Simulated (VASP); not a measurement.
CoPd, 2 atoms in the cell. The structure is trigonal, space group R-3m (No. 166). The conventional cell has a = 2.692 Å, b = 2.692 Å, c = 12.882 Å, α = 90.00°, β = 90.00°, γ = 120.00°. Within 3.5 Å of Co (site symmetry -3m) lie 6 Pd at 2.65 Å and 6 Co at 2.69 Å. Pd (site symmetry -3m) has 6 Co at 2.65 Å and 6 Pd at 2.69 Å within 3.5 Å. 

| Quantity | Value |
| --- | --- |
| Program | VASP 6.6.1 |
| Task | single point |
| Functional | PBEsol |
| Potentials or basis | VASP PAW PBE potentials, release 64 (Co, Pd) |
| Cutoff | 520 eV |
| k mesh | 14 × 14 × 14 |
| Occupations | fermi-dirac, width 0.1 eV |
| Spin | collinear spin, ferromagnetic start |
| Starting moments | [0.483, 0.057] μB |
| Fixed moment | 0.54 μB |
| Dipole correction | no |
| Further INCAR settings | ALGO = Normal; EDIFF = 1e-07; NBANDS = 20 |

Potentials or basis: VASP PAW PBE potentials, release 64 (Co, Pd).

Command:

```sh
$ cat potpaw_PBE.64/Co/POTCAR potpaw_PBE.64/Pd/POTCAR > POTCAR
$ mpirun -np 1 vasp_std > vasp.out
```

Hardware: 1 thread of AMD EPYC 7R13, on a shared host.

Task: How long does it take, and how much memory?

Result: It took 22 min on 1 thread of AMD EPYC 7R13, with other jobs on the host, peak memory 0.4 GiB. Counts: scf iterations 16, k points 288.
